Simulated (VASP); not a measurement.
# Be2SeO2 (P-3m1) in VASP: notebook, part 2 of 2

VASP 6.6.1. Earlier steps stand in the parts before.

## (3) Relaxation of cell and atoms, PBE

This run uses another cell than the first one, of 11.61 Å³/atom.

Input file INCAR:

```
SYSTEM = Be2SeO2
  PREC = Accurate
  ENCUT = 600
  EDIFF = 1E-6
  ISMEAR = 0
  SIGMA = 0.2
  LREAL = .False.
  LASPH = .True.
  NELM = 80
  ALGO = Normal
  ISIF = 3
  LWAVE = .False.
  LCHARG = .False.
  GGA = PE
  IBRION = 2
  NSW = 36
  EDIFFG = -0.08
```

Input file KPOINTS:

```
regular mesh
0
Gamma
  7 7 2
  0 0 0
```

Input file POSCAR:

```
Be2SeO2
1.0
    2.7500000000      0.0000000000      0.0000000000
   -1.3750000000      2.3815698600      0.0000000000
    0.0000000000      0.0000000000      8.8600000000
Be Se O
2 1 2
Direct
    0.3333333300      0.6666666700      0.4050000000
    0.6666666700      0.3333333300      0.5950000000
    0.0000000000      0.0000000000      0.0000000000
    0.6666666700      0.3333333300      0.4050000000
    0.3333333300      0.6666666700      0.5950000000
```

Potentials or basis: VASP PAW PBE potentials, release 64 (Be, Se, O).

Command:

```
$ cat potpaw_PBE.64/Be/POTCAR potpaw_PBE.64/Se/POTCAR potpaw_PBE.64/O/POTCAR > POTCAR
$ mpirun -np 1 vasp_std > vasp.out
```

OUTCAR:

```text
SYSTEM = Be2SeO2
   PREC = Accurate
   ENCUT = 600
   EDIFF = 1E-6
   ISMEAR = 0
   LREAL = .False.
   LASPH = .True.
   NELM = 80
   ISIF = 3
   GGA = PE
   IBRION = 2
   NSW = 36
   EDIFFG = -0.08

 ion  position               nearest neighbor table
   1  0.333  0.667  0.405-   4 1.59   4 1.59   4 1.59   5 1.68   2 2.31   2 2.31   2 2.31
   2  0.667  0.333  0.595-   5 1.59   5 1.59   5 1.59   4 1.68   1 2.31   1 2.31   1 2.31
   3  0.000  0.000  0.000-
   4  0.667  0.333  0.405-   1 1.59   1 1.59   1 1.59   2 1.68
   5  0.333  0.667  0.595-   2 1.59   2 1.59   2 1.59   1 1.68

  LATTYP: Found a hexagonal cell.
 ALAT       =     2.7500000000
 C/A-ratio  =     3.2218181818

  Lattice vectors:

 A1 = (   2.7500000000,   0.0000000000,   0.0000000000)
 A2 = (  -1.3750000000,   2.3815698600,   0.0000000000)
 A3 = (   0.0000000000,   0.0000000000,   8.8600000000)

Analysis of symmetry for initial positions (statically):
=====================================================================
 Subroutine PRICEL returns:
 Original cell was already a primitive cell.

 Routine SETGRP: Setting up the symmetry group for a
 hexagonal supercell.

 Subroutine GETGRP returns: Found 12 space group operations
 (whereof 12 operations were pure point group operations)
 out of a pool of 24 trial point group operations.

The static configuration has the point symmetry D_3d.

Analysis of symmetry for dynamics (positions and initial velocities):
=====================================================================
 Subroutine PRICEL returns:
 Original cell was already a primitive cell.

 Routine SETGRP: Setting up the symmetry group for a
 hexagonal supercell.

 Subroutine GETGRP returns: Found 12 space group operations
 (whereof 12 operations were pure point group operations)
 out of a pool of 24 trial point group operations.

The dynamic configuration has the point symmetry D_3d.

 Subroutine INISYM returns: Found 12 space group operations
 (whereof 12 operations are pure point group operations),
 and found     1 'primitive' translations

----------------------------------------------------------------------------------------

                                     Primitive cell

  volume of cell :      58.0269

[... 142 lines left out ...]
  -------------------------------------------------------------------------------------
  Total        3.9473741      3.9473741      6.3037366      0.0000000      0.0000000      0.0000000
  in kB      108.9906220    108.9906219    174.0519537      0.0000000      0.0000000      0.0000000
  external PRESSURE =     130.6777325 kB  Pullay stress =       0.0000000 kB
[... 98 lines left out ...]
  FREE ENERGIE OF THE ION-ELECTRON SYSTEM (eV)
  ---------------------------------------------------
  free  energy   TOTEN  =       -30.6019668428 eV

  energy  without entropy=      -30.5609247460  energy(sigma->0) =      -30.58144579

 E-fermi :   2.7072     XC(G=0):  -9.3797

 val. band max:        2.6670332778   @ k =   0.4286   0.1429   0.5000
 cond. band min:       2.8360083486   @ k =   0.2857   0.2857   0.0000
 fundamental gap:      0.1689750707
 Fermi energy:         2.7072078682

 k-point     1 :       0.0000    0.0000    0.0000
  band No.  band energies     occupation
      1     -17.0809      2.00000
      2     -15.5595      2.00000
      3     -12.8998      2.00000
      4      -3.5290      2.00000
      5      -1.4344      2.00000
      6      -0.2949      2.00000
      7      -0.2949      2.00000
      8       0.4743      2.00000
      9       0.4743      2.00000
     10       0.7023      2.00000
     11       7.0605      0.00000
     12       7.9604      0.00000
     13       7.9604      0.00000
     14      10.2027      0.00000
[... 257 lines left out ...]
      2     -15.2819      2.00000
      3      -8.2940      2.00000
      4      -4.2677      2.00000
      5      -2.8796      2.00000
      6      -2.2603      2.00000
      7      -2.2025      2.00000
      8      -2.0041      2.00000
      9      -0.4048      2.00000
     10      -0.1839      2.00000
     11       0.6792      2.00000
     12       2.8391      0.35090
     13      10.2602      0.00000
     14      10.8697      0.00000
     15      11.7930      0.00000

[... ionic steps 4 to 8 ...]

--------------------------------------- Ionic step        9  -------------------------------------------

 number of electron      21.9999997 magnetization

------------------------ aborting loop because EDIFF is reached ----------------------------------------
[... 73 lines left out ...]
--------------------------------------- Ionic step       11  -------------------------------------------

 number of electron      22.0000001 magnetization

 Free energy of the ion-electron system (eV)
  ---------------------------------------------------
  ext. energy  EPLUGINS =         0.00000000
  ---------------------------------------------------
  free energy    TOTEN  =       -30.71142500 eV

  energy without entropy =      -30.67071259  energy(sigma->0) =      -30.69106879

 E-fermi :   1.9004     XC(G=0):  -8.9035

 val. band max:        1.8477419765   @ k =   0.4286   0.1429   0.5000
 cond. band min:       2.0296783527   @ k =   0.2857   0.1429   0.5000
 fundamental gap:      0.1819363761
 Fermi energy:         1.9003657564

 k-point     1 :       0.0000    0.0000    0.0000
  band No.  band energies     occupation
      1     -16.9428      2.00000
      2     -16.2130      2.00000
      3     -14.0104      2.00000
      4      -3.5013      2.00000
      5      -2.3416      2.00000
      6      -0.4371      2.00000
      7      -0.3322      2.00000
      8      -0.3322      2.00000
      9      -0.0700      2.00000
     10      -0.0700      2.00000
     11       5.7824      0.00000
     12       7.4861      0.00000
     13       7.4861      0.00000
     14       8.6031      0.00000
[... 301 lines left out ...]
  FREE ENERGIE OF THE ION-ELECTRON SYSTEM (eV)
  ---------------------------------------------------
  free  energy   TOTEN  =       -30.7114249969 eV

  energy  without entropy=      -30.6707125922  energy(sigma->0) =      -30.69106879

 reached required accuracy - stopping structural energy minimisation
```

CONTCAR:

```text
Be2SeO2
   1.00000000000000
     2.7320437406635203    0.0000000000000000   -0.0000000000000000
    -1.3660218703317601    2.3660192832680340   -0.0000000000000000
     0.0000000000000000   -0.0000000000000000   10.4122084073404864
  Be              Se              O
     2     1     2
Direct
     0.3333333300000021    0.6666666699999979    0.3905102133300208
     0.6666666699999979    0.3333333300000021    0.6094897866699792
     0.0000000000000000    0.0000000000000000    0.0000000000000000
     0.6666666699999979    0.3333333300000021    0.3851360400783432
     0.3333333300000021    0.6666666699999979    0.6148639599216569

  0.00000000E+00  0.00000000E+00  0.00000000E+00
  0.00000000E+00  0.00000000E+00  0.00000000E+00
  0.00000000E+00  0.00000000E+00  0.00000000E+00
  0.00000000E+00  0.00000000E+00  0.00000000E+00
  0.00000000E+00  0.00000000E+00  0.00000000E+00
```

Run time: 2.8 min. Hardware: 1 thread of AMD EPYC 7R43 (Zen 3), shared host; peak memory 0.17 GiB.

Results:

```
Free energy                           : -30.7114 eV
Relaxed volume                        : 13.46 Å³/atom
Relaxed cell                          : a = 2.732 Å, b = 2.732 Å, c = 10.412 Å, α = 90.00°, β = 90.00°, γ = 120.00°
Space group after relaxing (to 0.1 Å) : P-3m1 (No. 164)
Energy gained by relaxing             : 153.1 meV/atom
Ionic steps                           : 11
Pressure after relaxing               : 0.6 GPa
Largest force after relaxing          : 0.072 eV/Å
Band gap on the k mesh                : zero (bands 11 and 12 overlap by 4.70 eV)
```

Forces on the atoms (eV/Å):
```
Be   0.000  0.000 -0.005
Be   0.000  0.000  0.005
Se   0.000  0.000  0.000
O    0.000  0.000 -0.072
O    0.000  0.000  0.072
```

Step by step:
```
step  energy change (eV)  largest force (eV/Å)  pressure (GPa)  volume (Å³)
   1              0.0000                3.9416           13.07        58.03
   2             -0.4751                1.2706           -8.45        66.33
   3             -0.6561                0.1672           -2.55        63.19
   4             -0.6563                0.2244           -2.31        63.08
   5             -0.6982                0.2849            1.04        61.84
   6             -0.6984                0.3004            1.32        61.74
   7             -0.7133                0.2311            0.92        62.30
   8             -0.7406                0.0901            0.11        63.94
   9             -0.7597                0.2144           -0.51        67.18
  10             -0.7591                0.1276            1.89        67.42
  11             -0.7656                0.0721            0.62        67.31
```

Final structure:
```
Be Se O
1.0
     2.73204    0.00000    0.00000
    -1.36602    2.36602    0.00000
     0.00000    0.00000   10.41221
Be Se O
2 1 2
Direct
  0.33333 0.66667 0.39051
  0.66667 0.33333 0.60949
  0.00000 0.00000 0.00000
  0.66667 0.33333 0.38514
  0.33333 0.66667 0.61486
```

Levels at points of the mesh, in eV from the Fermi level:
```csv
k point,band 7,band 8,band 9,band 10,band 11,band 12,band 13,band 14,band 15
"(0.00, 0.00, 0.00)",-2.23,-2.23,-1.97,-1.97,3.88,5.59,5.59,6.70,7.52
"(0.00, 0.00, 0.50)",-2.23,-2.23,-1.97,-1.97,4.64,5.20,5.59,5.59,8.99
```

Caveat: the k points lie up to 0.38 Å⁻¹ apart in the final cell, too coarse for converged energies and pressures of a metal; the volume moved by over 15 % at a fixed basis, so the end points are rough; the relaxation stopped at a loose force limit of 0.08 eV/Å, so its end isn't a converged minimum.
